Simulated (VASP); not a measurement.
# Cs4ErTe (F-43m) in VASP: further runs

Runs on Cs4ErTe. Level: PBE. Tasks: single point.

Program: VASP 6.6.1. These are calculated values, not measurements. Logs are shortened: lines on timing, memory, paths and dates and some standing lists are left out, and cuts for length are marked.

## (1) The cell of the first run

Symmetry: F-43m, No. 216, cubic system. The conventional cell has a = 11.085 Å, b = 11.085 Å, c = 11.085 Å, α = 90.00°, β = 90.00°, γ = 90.00°. Within 5.1 Å of Cs (site symmetry 3m) lie 6 Cs at 3.88 to 3.96 Å and 3 Te at 4.59 Å and 3 Er at 4.60 Å.

The cell was built from a structure type or drawn by symmetry, and may not be a known phase.

## (2) Single point, PBE

Contents of INCAR:

```
SYSTEM = Cs4ErTe
PREC = Accurate
ENCUT = 500
EDIFF = 1E-6
ISMEAR = 0
SIGMA = 0.2
LREAL = .False.
LASPH = .True.
NELM = 200
ALGO = Normal
ISIF = 2
LWAVE = .False.
LCHARG = .False.
GGA = PE
NBANDS = 34
GGA_COMPAT = .False.
LMAXMIX = 6
```

Contents of KPOINTS:

```
Automatic mesh
0
Gamma
  3 3 3
  0 0 0
```

Contents of POSCAR:

```
Cs4ErTe
1.0
    0.0000000000      5.5427420608      5.5427420608
    5.5427420608      0.0000000000      5.5427420608
    5.5427420608      5.5427420608      0.0000000000
Cs Er Te
4 1 1
Direct
    0.8791835058      0.3736054981      0.3736054981
    0.3736054981      0.3736054981      0.3736054981
    0.3736054981      0.8791835058      0.3736054981
    0.3736054981      0.3736054981      0.8791835058
    0.7500000000      0.7500000000      0.7500000000
    0.0000000000      0.0000000000      0.0000000000
```

Potentials or basis: VASP PAW PBE potentials, release 64 (Cs_sv, Er_3, Te), 4f in core.

On the command line:

```bash
$ cat potpaw_PBE.64/Cs_sv/POTCAR potpaw_PBE.64/Er_3/POTCAR potpaw_PBE.64/Te/POTCAR > POTCAR
$ mpirun -np 1 vasp_std > vasp.out
```

OUTCAR:

```text
SYSTEM = Cs4ErTe
   PREC = Accurate
   ENCUT = 500
   EDIFF = 1E-6
   ISMEAR = 0
   LREAL = .False.
   LASPH = .True.
   NELM = 200
   ISIF = 2
   GGA = PE

 ion  position               nearest neighbor table
   1  0.879  0.374  0.374-
   2  0.374  0.374  0.374-
   3  0.374  0.879  0.374-
   4  0.374  0.374  0.879-
   5  0.750  0.750  0.750-
   6  0.000  0.000  0.000-

  LATTYP: Found a face centered cubic cell.
 ALAT       =    11.0854841216

  Lattice vectors:

 A1 = (   0.0000000000,   5.5427420608,   5.5427420608)
 A2 = (   5.5427420608,   0.0000000000,   5.5427420608)
 A3 = (   5.5427420608,   5.5427420608,   0.0000000000)

Analysis of symmetry for initial positions (statically):
=====================================================================
 Subroutine PRICEL returns:
 Original cell was already a primitive cell.

 Routine SETGRP: Setting up the symmetry group for a
 face centered cubic supercell.

 Subroutine GETGRP returns: Found 24 space group operations
 (whereof 24 operations were pure point group operations)
 out of a pool of 48 trial point group operations.

The static configuration has the point symmetry T_d .

Analysis of symmetry for dynamics (positions and initial velocities):
=====================================================================
 Subroutine PRICEL returns:
 Original cell was already a primitive cell.

 Routine SETGRP: Setting up the symmetry group for a
 face centered cubic supercell.

 Subroutine GETGRP returns: Found 24 space group operations
 (whereof 24 operations were pure point group operations)
 out of a pool of 48 trial point group operations.

The dynamic configuration has the point symmetry T_d .

 Subroutine INISYM returns: Found 24 space group operations
 (whereof 24 operations are pure point group operations),
 and found     1 'primitive' translations

----------------------------------------------------------------------------------------

                                     Primitive cell

  volume of cell :     340.5681

  direct lattice vectors                    reciprocal lattice vectors
     0.000000000  5.542742061  5.542742061    -0.090208058  0.090208058  0.090208058
     5.542742061  0.000000000  5.542742061     0.090208058 -0.090208058  0.090208058
[... 72 lines left out ...]
   EDIFF  = 0.1E-05   stopping-criterion for ELM
   LREAL  =      F    real-space projection
   EDIFFG = 0.1E-04   stopping-criterion for IOM
   NSW    =      0    number of steps for IOM
   IBRION =     -1    ionic relax: 0-MD 1-quasi-New 2-CG
   NFREE  =      0    steps in history (QN), initial steepest desc. (CG)
   ISIF   =      2    stress and relaxation
   ISYM   =      2    0-nonsym 1-usesym 2-fastsym
   POTIM  = 0.5000    time-step for ionic-motion
   TEBEG  =    0.0;   TEEND  =   0.0 temperature during run
   PSTRESS=    0.0 pullay stress
   NELECT =      51.0000    total number of electrons
   NUPDOWN=      -1.0000    fix difference up-down
   EMIN   =  10.00;   EMAX   =-10.00  energy-range for DOS
   EFERMI =   0.00;   METHOD = LEGACY
   ISMEAR =     0;   SIGMA  =   0.20  broadening in eV -4-tet -1-fermi 0-gaus
   EFERMI_NEDOS =   21; number of points for ismear=-14 and -15
   IALGO  =     38    algorithm
   IMIX   =      4    mixing-type and parameters
     AMIX     =   0.40;   BMIX     =  1.00
     AMIX_MAG =   1.60;   BMIX_MAG =  1.00
  volume/ion in A,a.u.               =      56.76       383.04
  Fermi-wavevector in a.u.,A,eV,Ry     =   0.869354  1.642842 10.282973  0.755777
  Thomas-Fermi vector in A             =   1.988165
   LORBIT       =      0    0 simple, 1 ext, 2 COOP (PROOUT), +10 PAW based schemes
   GGA     = PE    functional components
   LHFCALC =     F    Hartree Fock is set to
   AEXX    =    0.0000 exact exchange contribution
   IVDW    =     0    specifies the selected vdW correction
   LEPSILON=     F    determine dielectric tensor
   LRPA    =     F    only Hartree local field effects (RPA)
 non-spin polarized calculation
 Gauss-broadening in eV      SIGMA  =   0.20
  energy-cutoff  :      500.00
  volume of cell :      340.57
 maximum number of plane-waves:      8682
 NGX is ok and might be reduce to    60
   NGX = 29   NGY = 29   NGZ = 29

 number of electron      51.0000000 magnetization

 Free energy of the ion-electron system (eV)
  ---------------------------------------------------
  ext. energy  EPLUGINS =         0.00000000
  ---------------------------------------------------
  free energy    TOTEN  =        -8.73611947 eV

  energy without entropy =       -8.48228272  energy(sigma->0) =       -8.60920110

 E-fermi :   2.4399     XC(G=0):  -7.4388

 val. band max:        2.4106368651   @ k =   0.3333   0.3333   0.0000
 cond. band min:       2.4496636937   @ k =   0.0000   0.0000   0.0000
 fundamental gap:      0.0390268286
 Fermi energy:         2.4398792297

 k-point     1 :       0.0000    0.0000    0.0000
  band No.  band energies     occupation
      1     -24.5259      2.00000
      2     -24.5259      2.00000
      3     -24.5259      2.00000
      4     -21.5621      2.00000
      5     -21.3219      2.00000
      6     -21.3219      2.00000
[... 137 lines left out ...]
     33       3.6775      0.00000
     34       4.1249      0.00000

------------------------ aborting loop because EDIFF is reached ----------------------------------------

  FORCE on cell =-STRESS in cart. coord.  units (eV):
  Direction    XX          YY          ZZ          XY          YZ          ZX
  --------------------------------------------------------------------------------------
  -------------------------------------------------------------------------------------
  Total        0.8215777      0.8215777      0.8215777     -0.0000000     -0.0000000      0.0000000
  in kB        3.8650510      3.8650510      3.8650510     -0.0000000     -0.0000000      0.0000000
  external PRESSURE =       3.8650510 kB  Pullay stress =       0.0000000 kB

 VOLUME and BASIS-vectors are now :
 -----------------------------------------------------------------------------
  energy-cutoff  :      500.00
  volume of cell :      340.57
      direct lattice vectors                 reciprocal lattice vectors
     0.000000000  5.542742061  5.542742061    -0.090208058  0.090208058  0.090208058
     5.542742061  0.000000000  5.542742061     0.090208058 -0.090208058  0.090208058
     5.542742061  5.542742061  0.000000000     0.090208058  0.090208058 -0.090208058

 POSITION                                       TOTAL-FORCE (eV/Angst)
 -----------------------------------------------------------------------------------
      4.14160      6.94389      6.94389        -0.064445      0.064445      0.064445
      4.14160      4.14160      4.14160        -0.064445     -0.064445     -0.064445
      6.94389      4.14160      6.94389         0.064445     -0.064445      0.064445
      6.94389      6.94389      4.14160         0.064445      0.064445     -0.064445
      8.31411      8.31411      8.31411         0.000000      0.000000      0.000000
      0.00000      0.00000      0.00000         0.000000      0.000000      0.000000
 -----------------------------------------------------------------------------------
    total drift:                               -0.000001     -0.000001     -0.000001

  FREE ENERGIE OF THE ION-ELECTRON SYSTEM (eV)
  ---------------------------------------------------
  free  energy   TOTEN  =        -8.7361194729 eV

  energy  without entropy=       -8.4822827217  energy(sigma->0) =       -8.60920110
```

OSZICAR:

```text
N       E                     dE             d eps       ncg     rms          rms(c)
DAV:   1     0.366712040621E+03    0.36671E+03   -0.18877E+04   386   0.116E+03
DAV:   2     0.331151558850E+02   -0.33360E+03   -0.32366E+03   496   0.305E+02
DAV:   3    -0.844674499588E+01   -0.41562E+02   -0.41095E+02   448   0.114E+02
DAV:   4    -0.970478881296E+01   -0.12580E+01   -0.12327E+01   424   0.148E+01
DAV:   5    -0.975492225333E+01   -0.50133E-01   -0.49620E-01   424   0.272E+00    0.590E+00
DAV:   6    -0.879411657041E+01    0.96081E+00   -0.25443E+00   424   0.394E+00    0.353E+00
DAV:   7    -0.873572983730E+01    0.58387E-01   -0.74822E-01   384   0.237E+00    0.210E+00
DAV:   8    -0.873430952841E+01    0.14203E-02   -0.74725E-02   432   0.970E-01    0.108E+00
DAV:   9    -0.873559262840E+01   -0.12831E-02   -0.19490E-02   376   0.488E-01    0.200E-01
DAV:  10    -0.873565240989E+01   -0.59781E-04   -0.14777E-03   424   0.179E-01    0.173E-01
DAV:  11    -0.873609534362E+01   -0.44293E-03   -0.67837E-04   384   0.112E-01    0.329E-02
DAV:  12    -0.873611631013E+01   -0.20967E-04   -0.14698E-04   448   0.461E-02    0.171E-02
DAV:  13    -0.873612147704E+01   -0.51669E-05   -0.41938E-05   408   0.216E-02    0.826E-03
DAV:  14    -0.873611861937E+01    0.28577E-05   -0.19444E-05   344   0.129E-02    0.586E-03
DAV:  15    -0.873611963789E+01   -0.10185E-05   -0.21507E-06   256   0.845E-03    0.178E-03
DAV:  16    -0.873611947291E+01    0.16498E-06   -0.19335E-07   200   0.469E-03
   1 F= -.87361195E+01 E0= -.86092011E+01  d E =-.253837E+00
```

Wall time 64 s (1 thread of Intel Xeon 6975P-C (Granite Rapids), shared host); peak memory 0.49 GiB.

Results:

```yaml
Free_energy: -8.7361 eV
Pressure: 0.4 GPa
Largest_force: 0.112 eV/Å
Band_gap_on_the_k_mesh: zero (an odd number of electrons rules out a gap without spin polarisation)
```

Forces on the atoms (eV/Å):
```
Cs  -0.064  0.064  0.064
Cs  -0.064 -0.064 -0.064
Cs   0.064 -0.064  0.064
Cs   0.064  0.064 -0.064
Er   0.000  0.000  0.000
Te   0.000  0.000  0.000
```

Levels at points of the mesh, in eV from the Fermi level:
```tsv
k point	band 23	band 24	band 25	band 26	band 27	band 28
(0.00, 0.00, 0.00)	-1.89	-1.89	-0.76	0.01	0.01	0.01
```

Caveat: spin-orbit coupling is left out, which moves the levels of the heavy elements; the 4f electrons are frozen in the core, so they carry no moment and show no levels. Spin polarisation is off, so any magnetic state and its effect on volume and gap are missing.

## (3) Single point, PBE

This run uses another cell than the first one, of 57.78 Å³/atom.

Contents of INCAR:

```
SYSTEM = Cs4ErTe
ALGO = Normal ; EDIFF = 1E-6
ENCUT = 500 ; GGA = PE
GGA_COMPAT = .False. ; ISIF = 2
ISMEAR = 0 ; LASPH = .True.
LCHARG = .False. ; LMAXMIX = 6
LREAL = .False. ; LWAVE = .False.
NBANDS = 34 ; NELM = 200
PREC = Accurate ; SIGMA = 0.2
```

Contents of KPOINTS:

```
k-points
0
Gamma
  3 3 3
  0 0 0
```

Contents of POSCAR:

```
Cs4ErTe
1.0
    0.0000000000      5.5757705584      5.5757705584
    5.5757705584      0.0000000000      5.5757705584
    5.5757705584      5.5757705584      0.0000000000
Cs Er Te
4 1 1
Direct
    0.8717163923      0.3760945359      0.3760945359
    0.3760945359      0.3760945359      0.3760945359
    0.3760945359      0.8717163923      0.3760945359
    0.3760945359      0.3760945359      0.8717163923
    0.0000000000      0.0000000000      0.0000000000
    0.7500000000      0.7500000000      0.7500000000
```

Potentials or basis: VASP PAW PBE potentials, release 64 (Cs_sv, Er_3, Te), 4f in core.

On the command line:

```bash
$ cat potpaw_PBE.64/Cs_sv/POTCAR potpaw_PBE.64/Er_3/POTCAR potpaw_PBE.64/Te/POTCAR > POTCAR
$ mpirun -np 1 vasp_std > vasp.out
```

Wall time 49 s (1 thread of Intel Xeon 6975P-C (Granite Rapids), shared host); peak memory 0.49 GiB.

It converged, with:

| Item | Value |
| --- | --- |
| Free energy | -8.7465 eV |
| Pressure | 0.3 GPa |
| Largest force | 0.135 eV/Å |
| Band gap on the k mesh | zero (an odd number of electrons rules out a gap without spin polarisation) |

Forces in eV/Å, atoms in the order of the input:
```
Cs   0.078 -0.078 -0.078
Cs   0.078  0.078  0.078
Cs  -0.078  0.078 -0.078
Cs  -0.078 -0.078  0.078
Er   0.000  0.000  0.000
Te   0.000  0.000  0.000
```

Levels at points of the mesh, in eV from the Fermi level:
```
           k point  band 22  band 23  band 24  band 25  band 26  band 27  band 28  band 29
(0.00, 0.00, 0.00)    -1.84    -1.84    -1.84    -0.75     0.02     0.02     0.02     0.49
```

Caveat: spin-orbit coupling is left out, which moves the levels of the heavy elements; the 4f electrons are frozen in the core, so they carry no moment and show no levels. Spin polarisation is off, so any magnetic state and its effect on volume and gap are missing.

## (4) Single point, PBE

This run uses another cell than the first one, of 104.33 Å³/atom.

Contents of INCAR:

```
SYSTEM = Cs4ErTe
ALGO = Normal
EDIFF = 1E-6
ENCUT = 500
GGA = PE
GGA_COMPAT = .FALSE.
ISIF = 2
ISMEAR = 0
LASPH = .TRUE.
LCHARG = .TRUE.
LELF = .TRUE.
LMAXMIX = 6
LREAL = .FALSE.
LVHAR = .TRUE.
LWAVE = .FALSE.
NBANDS = 34
NELM = 200
PREC = Accurate
SIGMA = 0.2
```

Contents of KPOINTS:

```
k-points
0
G
  3 3 3
  0 0 0
```

Contents of POSCAR:

```
Cs4ErTe
1.0
    0.0000000000      6.7895568249      6.7895568249
    6.7895568249      0.0000000000      6.7895568249
    6.7895568249      6.7895568249      0.0000000000
Cs Er Te
4 1 1
Direct
    0.6079322073      0.6079322073      0.6079322073
    0.6079322073      0.6079322073      0.1762033782
    0.6079322073      0.1762033782      0.6079322073
    0.1762033782      0.6079322073      0.6079322073
    0.2500000000      0.2500000000      0.2500000000
    0.7500000000      0.7500000000      0.7500000000
```

On the command line:

```bash
$ cat potpaw_PBE.64/Cs_sv/POTCAR potpaw_PBE.64/Er_3/POTCAR potpaw_PBE.64/Te/POTCAR > POTCAR
$ mpirun -np 1 vasp_std > vasp.out
```

Run time: 2 min. Hardware: 1 thread of Intel Xeon 6975P-C (Granite Rapids), shared host; peak memory 0.7 GiB.

The run converged. Its results:

```yaml
Free_energy: -8.7588 eV
Pressure: 0.5 GPa
Largest_force: 0.033 eV/Å
Band_gap_on_the_k_mesh: zero (an odd number of electrons rules out a gap without spin polarisation)
```

Forces in eV/Å, atoms in the order of the input:
```
Cs   0.019  0.019  0.019
Cs  -0.019 -0.019  0.019
Cs  -0.019  0.019 -0.019
Cs   0.019 -0.019 -0.019
Er   0.000  0.000  0.000
Te   0.000  0.000  0.000
```

Levels at points of the mesh, in eV from the Fermi level:
| k point | band 21 | band 22 | band 23 | band 24 | band 25 | band 26 | band 27 | band 28 | band 29 | band 30 |
| --- | --- | --- | --- | --- | --- | --- | --- | --- | --- | --- |
| (0.00, 0.00, 0.00) | -2.27 | -1.85 | -1.85 | -1.85 | 0.15 | 0.15 | 0.15 | 0.32 | 0.32 | 0.44 |

Caveat: spin-orbit coupling is left out, which moves the levels of the heavy elements; the 4f electrons are frozen in the core, so they carry no moment and show no levels. Spin polarisation is off, so any magnetic state and its effect on volume and gap are missing.

## (5) The runs side by side

| cell | gap on the mesh (eV) | pressure (GPa) | largest force (eV/Å) |
| --- | --- | --- | --- |
| a = 7.839 Å, angles 60.0°, 6 atoms, atomic positions A | none | 0.4 | 0.11 |
| a = 7.885 Å, angles 60.0°, 6 atoms, atomic positions A | none | 0.3 | 0.13 |
| a = 9.602 Å, angles 60.0°, 6 atoms, atomic positions B | none | 0.5 | 0.03 |

Alike in all rows: task single point; level PBE; potentials or basis VASP PAW PBE potentials, release 64 (Cs_sv, Er_3, Te), 4f in core; no spin polarisation; k mesh 3 × 3 × 3; cutoff (eV) 500; smearing gaussian 0.2 eV.

Caveats: spin-orbit coupling is left out, which moves the levels of the heavy elements; the 4f electrons are frozen in the core, so they carry no moment and show no levels.

Absolute energies hang on the potentials; compare differences alone.
